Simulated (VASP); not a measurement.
# Cu (I4/mmm) in VASP: single point with PBEsol

Aim: the single point of Cu with PBEsol.

Everything below comes from runs of VASP 6.6.1. Logs are shortened: lines on timing, memory, paths and dates and some standing lists are left out, and cuts for length are marked.

## (1) The cell of the first run

The structure is tetragonal, space group I4/mmm (No. 139). Conventional cell: a = 2.428 Å, b = 2.428 Å, c = 3.615 Å, α = 90.00°, β = 90.00°, γ = 90.00°. Cu (site symmetry 4/mmm) has 12 Cu at 2.43 to 2.49 Å within 3.2 Å.

## (2) Single point, PBEsol (strain -0.050 along x and y, +0.000 along z)

Contents of INCAR:

```
SYSTEM = Cu
  PREC = Accurate
  ENCUT = 820
  EDIFF = 1E-6
  ISMEAR = 0
  SIGMA = 0.15
  LREAL = .FALSE.
  LASPH = .TRUE.
  NELM = 120
  ALGO = Normal
  ISIF = 2
  LWAVE = .FALSE.
  LCHARG = .FALSE.
  GGA = PS
  NBANDS = 16
  GGA_COMPAT = .FALSE.
```

Contents of KPOINTS:

```
Automatic mesh
0
G
  22 22 22
  0 0 0
```

Contents of POSCAR:

```
Cu
1.0
    0.0000000000      1.7171250000      1.8075000000
    1.7171250000      0.0000000000      1.8075000000
    1.7171250000      1.7171250000      0.0000000000
Cu
1
Direct
    0.0000000000      0.0000000000      0.0000000000
```

Potentials or basis: VASP PAW PBE potentials, release 64 (Cu_sv_GW).

Run with:

```
$ cat potpaw_PBE.64/Cu_sv_GW/POTCAR > POTCAR
$ mpirun -np 1 vasp_std > vasp.out
```

OUTCAR:

```text
SYSTEM = Cu
   PREC = Accurate
   ENCUT = 820
   EDIFF = 1E-6
   ISMEAR = 0
   LREAL = .FALSE.
   LASPH = .TRUE.
   NELM = 120
   ISIF = 2
   GGA = PS

 ion  position               nearest neighbor table
   1  0.000  0.000  0.000-

  LATTYP: Found a body centered tetragonal cell.
 ALAT       =     2.4283814633
 C/A-ratio  =     1.4886458551

  Lattice vectors:

 A1 = (  -1.7171250000,   0.0000000000,   1.8075000000)
 A2 = (   1.7171250000,   0.0000000000,   1.8075000000)
 A3 = (   0.0000000000,   1.7171250000,  -1.8075000000)

Analysis of symmetry for initial positions (statically):
=====================================================================
 Subroutine PRICEL returns:
 Original cell was already a primitive cell.

 Routine SETGRP: Setting up the symmetry group for a
 body centered tetragonal supercell.

 Subroutine GETGRP returns: Found 16 space group operations
 (whereof 16 operations were pure point group operations)
 out of a pool of 16 trial point group operations.

The static configuration has the point symmetry D_4h.

Analysis of symmetry for dynamics (positions and initial velocities):
=====================================================================
 Subroutine PRICEL returns:
 Original cell was already a primitive cell.

 Routine SETGRP: Setting up the symmetry group for a
 body centered tetragonal supercell.

 Subroutine GETGRP returns: Found 16 space group operations
 (whereof 16 operations were pure point group operations)
 out of a pool of 16 trial point group operations.

The dynamic configuration has the point symmetry D_4h.

 Subroutine INISYM returns: Found 16 space group operations
 (whereof 16 operations are pure point group operations),
 and found     1 'primitive' translations

----------------------------------------------------------------------------------------

                                     Primitive cell

  volume of cell :      10.6589

  direct lattice vectors                    reciprocal lattice vectors
     0.000000000  1.717125000  1.807500000    -0.291184393  0.291184393  0.276625173
     1.717125000  0.000000000  1.807500000     0.291184393 -0.291184393  0.276625173
     1.717125000  1.717125000  0.000000000     0.291184393  0.291184393 -0.276625173

  length of vectors
     2.493105396  2.493105396  2.428381463     0.496082843  0.496082843  0.496082843

  position of ions in fractional coordinates (direct lattice)
     0.000000000  0.000000000  0.000000000

  ion indices of the primitive-cell ions
   primitive index   ion index
                 1           1

----------------------------------------------------------------------------------------

 KPOINTS: Automatic mesh

Automatic generation of k-mesh.
 Grid dimensions read from file:
 generate k-points for:   22   22   22

 Generating k-lattice:

  Cartesian coordinates                     Fractional coordinates (reciprocal lattice)
    -0.013235654  0.013235654  0.012573871     0.045454545  0.000000000  0.000000000
     0.013235654 -0.013235654  0.012573871     0.000000000  0.045454545  0.000000000
     0.013235654  0.013235654 -0.012573871     0.000000000  0.000000000  0.045454545

  Length of vectors
     0.022549220  0.022549220  0.022549220

  Shift w.r.t. Gamma in fractional coordinates (k-lattice)
     0.000000000  0.000000000  0.000000000

 Subroutine IBZKPT returns following result:
 ===========================================

 Found    834 irreducible k-points:

 Following reciprocal coordinates:
            Coordinates               Weight
  0.000000  0.000000  0.000000      1.000000
  0.045455 -0.000000  0.000000      8.000000
  0.090909 -0.000000  0.000000      8.000000
  0.136364  0.000000  0.000000      8.000000
  0.181818 -0.000000  0.000000      8.000000
  0.227273 -0.000000  0.000000      8.000000
[... 16 lines left out ...]
  0.500000  0.045455  0.000000      8.000000
 -0.454545  0.045455  0.000000      8.000000
 [... further k-points ...]
   k-points           NKPTS =    834   k-points in BZ     NKDIM =    834   number of bands    NBANDS=     16
   number of dos      NEDOS =    301   number of ions     NIONS =      1
   total plane-waves  NPLWV =  13824
   dimension x,y,z NGX =    24 NGY =   24 NGZ =   24
   dimension x,y,z NGXF=    48 NGYF=   48 NGZF=   48
   ions per type =               1
   NGX,Y,Z   is equivalent  to a cutoff of  16.00, 16.00, 16.43 a.u.
   NGXF,Y,Z  is equivalent  to a cutoff of  32.01, 32.01, 32.86 a.u.
 SYSTEM =  Cu
   PREC   = accura    normal or accurate (medium, high low for compatibility)
   ISTART =      0    job   : 0-new  1-cont  2-samecut
   ICHARG =      2    charge: 1-file 2-atom 10-const
   ISPIN  =      1    spin polarized calculation?
   LNONCOLLINEAR =      F non collinear calculations
   LSORBIT =      F    spin-orbit coupling
   LASPH  =      T    aspherical Exc in radial PAW
   ENCUT  =  820.0 eV  60.27 Ry    7.76 a.u.   5.82  5.82  5.67*2*pi/ulx,y,z
   NELM   =    120;   NELMIN=  2; NELMDL= -5     # of ELM steps
   EDIFF  = 0.1E-05   stopping-criterion for ELM
   LREAL  =      F    real-space projection
   EDIFFG = 0.1E-04   stopping-criterion for IOM
   NSW    =      0    number of steps for IOM
   IBRION =     -1    ionic relax: 0-MD 1-quasi-New 2-CG
   NFREE  =      0    steps in history (QN), initial steepest desc. (CG)
   ISIF   =      2    stress and relaxation
   ISYM   =      2    0-nonsym 1-usesym 2-fastsym
   POTIM  = 0.5000    time-step for ionic-motion
   TEBEG  =    0.0;   TEEND  =   0.0 temperature during run
   PSTRESS=    0.0 pullay stress
   NELECT =      19.0000    total number of electrons
   NUPDOWN=      -1.0000    fix difference up-down
   EMIN   =  10.00;   EMAX   =-10.00  energy-range for DOS
   EFERMI =   0.00;   METHOD = LEGACY
   ISMEAR =     0;   SIGMA  =   0.15  broadening in eV -4-tet -1-fermi 0-gaus
   EFERMI_NEDOS =   21; number of points for ismear=-14 and -15
   IALGO  =     38    algorithm
   IMIX   =      4    mixing-type and parameters
     AMIX     =   0.40;   BMIX     =  1.00
     AMIX_MAG =   1.60;   BMIX_MAG =  1.00
  volume/ion in A,a.u.               =      10.66        71.93
  Fermi-wavevector in a.u.,A,eV,Ry     =   1.984976  3.751061 53.608735  3.940131
  Thomas-Fermi vector in A             =   3.004219
   LORBIT       =      0    0 simple, 1 ext, 2 COOP (PROOUT), +10 PAW based schemes
   GGA     = PS    functional components
   LHFCALC =     F    Hartree Fock is set to
   AEXX    =    0.0000 exact exchange contribution
   IVDW    =     0    specifies the selected vdW correction
   LEPSILON=     F    determine dielectric tensor
   LRPA    =     F    only Hartree local field effects (RPA)
 non-spin polarized calculation
 Gauss-broadening in eV      SIGMA  =   0.15
  energy-cutoff  :      820.00
  volume of cell :       10.66
 maximum number of plane-waves:       584
   NGX = 11   NGY = 11   NGZ = 11

 number of electron      19.0000002 magnetization

 Free energy of the ion-electron system (eV)
  ---------------------------------------------------
  ext. energy  EPLUGINS =         0.00000000
  ---------------------------------------------------
  free energy    TOTEN  =        -4.36225083 eV

  energy without entropy =       -4.35950340  energy(sigma->0) =       -4.36087711

 E-fermi :   8.7588     XC(G=0): -14.2259

 val. band max:        8.7360598339   @ k =  -0.2273   0.2727   0.0909
 cond. band min:       8.7650145689   @ k =   0.5000   0.3182   0.0909
 fundamental gap:      0.0289547350
 Fermi energy:         8.7588492473

 k-point     1 :       0.0000    0.0000    0.0000
  band No.  band energies     occupation
      1    -103.7906      2.00000
      2     -61.2261      2.00000
      3     -61.2231      2.00000
      4     -61.2231      2.00000
      5      -1.5298      2.00000
      6       5.1958      2.00000
[... 8 lines left out ...]
     15      38.0199      0.00000
     16      38.0199      0.00000

 k-point     2 :       0.0455   -0.0000    0.0000
  band No.  band energies     occupation
      1    -103.7901      2.00000
      2     -61.2282      2.00000
      3     -61.2251      2.00000
      4     -61.2234      2.00000
      5      -1.4484      2.00000
      6       5.2029      2.00000
[... 8 lines left out ...]
     15      38.3974      0.00000
     16      38.4820      0.00000

 k-point     3 :       0.0909   -0.0000    0.0000
  band No.  band energies     occupation
      1    -103.7888      2.00000
      2     -61.2373      2.00000
      3     -61.2276      2.00000
      4     -61.2245      2.00000
      5      -1.2063      2.00000
      6       5.2107      2.00000
[... 8 lines left out ...]
     15      39.1705      0.00000
     16      39.2470      0.00000

 k-point     4 :       0.1364    0.0000    0.0000
  band No.  band energies     occupation
      1    -103.7866      2.00000
      2     -61.2525      2.00000
      3     -61.2306      2.00000
      4     -61.2261      2.00000
      5      -0.8099      2.00000
      6       5.1878      2.00000
[... 8 lines left out ...]
     15      39.1365      0.00000
     16      40.2295      0.00000
[... 324 lines left out ...]
 k-point    22 :       0.4545    0.0455    0.0000
  band No.  band energies     occupation
      1    -103.7681      2.00000
      2     -61.3795      2.00000
      3     -61.2558      2.00000
      4     -61.2415      2.00000
      5       2.9590      2.00000
      6       5.1922      2.00000
[... 8 lines left out ...]
     15      35.2394      0.00000
     16      37.3877      0.00000

 k-point    23 :       0.5000    0.0455    0.0000
  band No.  band energies     occupation
      1    -103.7673      2.00000
      2     -61.3855      2.00000
      3     -61.2572      2.00000
      4     -61.2416      2.00000
      5       3.0453      2.00000
      6       5.1790      2.00000
[... 8 lines left out ...]
     15      35.3396      0.00000
     16      36.7942      0.00000

 k-point    24 :      -0.4545    0.0455    0.0000
  band No.  band energies     occupation
      1    -103.7673      2.00000
      2     -61.3853      2.00000
      3     -61.2574      2.00000
      4     -61.2408      2.00000
      5       3.0362      2.00000
      6       5.1903      2.00000
[... 8 lines left out ...]
     15      35.5850      0.00000
     16      36.3750      0.00000

 [... further k-points ...]

------------------------ aborting loop because EDIFF is reached ----------------------------------------

  FORCE on cell =-STRESS in cart. coord.  units (eV):
  Direction    XX          YY          ZZ          XY          YZ          ZX
  --------------------------------------------------------------------------------------
  -------------------------------------------------------------------------------------
  Total        0.8106051      0.8106051      0.4943413      0.0000000      0.0000000      0.0000000
  in kB      121.8450148    121.8450148     74.3062492      0.0000000      0.0000000      0.0000000
  external PRESSURE =     105.9987596 kB  Pullay stress =       0.0000000 kB

 VOLUME and BASIS-vectors are now :
 -----------------------------------------------------------------------------
  energy-cutoff  :      820.00
  volume of cell :       10.66
      direct lattice vectors                 reciprocal lattice vectors
     0.000000000  1.717125000  1.807500000    -0.291184393  0.291184393  0.276625173
     1.717125000  0.000000000  1.807500000     0.291184393 -0.291184393  0.276625173
     1.717125000  1.717125000  0.000000000     0.291184393  0.291184393 -0.276625173

 POSITION                                       TOTAL-FORCE (eV/Angst)
 -----------------------------------------------------------------------------------
      0.00000      0.00000      0.00000         0.000000      0.000000     -0.000000
 -----------------------------------------------------------------------------------
    total drift:                                0.000000      0.000000     -0.000000

  FREE ENERGIE OF THE ION-ELECTRON SYSTEM (eV)
  ---------------------------------------------------
  free  energy   TOTEN  =        -4.3622508297 eV

  energy  without entropy=       -4.3595033967  energy(sigma->0) =       -4.36087711
```

Run time: 1.7 min. Hardware: 1 thread of Intel Xeon Platinum 8488C (Sapphire Rapids), shared host; peak memory 0.43 GiB.

What came out:

| Property | Result |
| --- | --- |
| Free energy | -4.3623 eV |
| Pressure | 10.6 GPa |
| Band gap on the k mesh | zero (an odd number of electrons rules out a gap without spin polarisation) |

Levels at points of the mesh, in eV from the Fermi level:
| k point | band 8 | band 9 | band 10 | band 11 | band 12 | band 13 |
| --- | --- | --- | --- | --- | --- | --- |
| (0.00, 0.00, 0.00) | -3.26 | -2.54 | -2.23 | 23.42 | 26.55 | 26.91 |
| (0.50, 0.00, 0.00) | -1.76 | -1.65 | -1.42 | 4.27 | 21.11 | 23.46 |
| (0.50, 0.50, 0.00) | -1.55 | -1.55 | 0.53 | 6.89 | 14.65 | 14.65 |
| (0.50, 0.00, 0.50) | -1.64 | -1.43 | 1.70 | 8.28 | 13.34 | 13.40 |

Caveat: the cell differs from its parent crystal (strain -0.050 along x and y, +0.000 along z); the cell stands under pressure; the PAW data sets were made with another functional, which shifts forces and pressure a little.

The gap in the log of VASP goes by the Fermi energy; the results here count the filled bands.